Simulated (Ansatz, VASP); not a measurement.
# MgO in VASP and in Ansatz

Contents of POSCAR:

```
MgO
1.0
    0.0000000000      2.2820056620      2.2820056620
    2.2820056620      0.0000000000      2.2820056620
    2.2820056620      2.2820056620      0.0000000000
Mg O
1 1
Direct
    0.0000000000      0.0000000000      0.0000000000
    0.2500000000      0.2500000000      0.2500000000
```

File INCAR.step1:

```
  ALGO = Normal
  EDIFF = 1E-5
  ENCUT = 520
  GGA = PE
  ISIF = 2
  ISMEAR = 0
  LASPH = T
  LCHARG = F
  LREAL = F
  LWAVE = T
  NBANDS = 11
  NELM = 80
  PREC = Accurate
  SIGMA = 0.01
```

INCAR.step2

```
  ALGO = Normal
  EDIFF = 1E-6
  ENCUT = 520
  GGA = PE
  HFSCREEN = 0.2079
  ISIF = 2
  ISMEAR = 0
  ISTART = 1
  LASPH = T
  LCHARG = F
  LHFCALC = T
  LREAL = F
  LWAVE = F
  NBANDS = 11
  NELM = 80
  PREC = Accurate
  PRECFOCK = Normal
  SIGMA = 0.01
```

File KPOINTS:

```
k-points
0
Gamma
  6 6 6
```

Input for Ansatz:

```yaml
crystal:
  lattice:
    - [0.0, 2.282005662, 2.282005662]
    - [2.282005662, 0.0, 2.282005662]
    - [2.282005662, 2.282005662, 0.0]
  atoms:
    - { symbol: Mg, position: [0.0, 0.0, 0.0] }
    - { symbol: O, position: [0.25, 0.25, 0.25] }
kpoints:
  mp_grid: { grid: [6, 6, 6] }
  band_path:
    path:
      - [0.0, 0.0, 0.0]
      - [-0.5, -0.5, 0.0]
      - [-0.375, -0.375, 0.25]
      - [-0.375, 0.0, 0.375]
      - [0.0, 0.0, 0.5]
      - [-0.5, -0.25, 0.25]
    npoints: 1
hamiltonian:
  xc: hse06
scf:
  occupations: { method: fixed }
  n_extra_bands: 4
output:
  forces: true
  stress: true
  eigenvalues: true
```

Alike in both runs: task single point; functional HSE06; k mesh 6 × 6 × 6; no spin polarisation.

|  | VASP | Ansatz |
| --- | --- | --- |
| version | VASP 6.6.1 | Ansatz 0.2.0 |
| potentials or method | VASP PAW PBE potentials, release 64 (Mg, O) | plane waves, PAW |
| plane-wave cutoff (eV) | 520 | 420 |
| occupations | gaussian, width 0.01 eV | fixed |
| valence electrons in the cell | 8 | 16 |

|  | VASP | Ansatz | Ansatz less VASP |
| --- | --- | --- | --- |
| gap on the k mesh at the Fermi level (eV) | 5.24 | 5.27 | +0.028 |
| pressure (GPa) | -0.1 | 0.0 | +0.08 |

VASP's potentials hold 8 valence electrons a cell and Ansatz's 16, so a difference there can come from the potentials and not from the codes. Ansatz's warnings: stress exchange threshold loose, stress scf threshold loose.
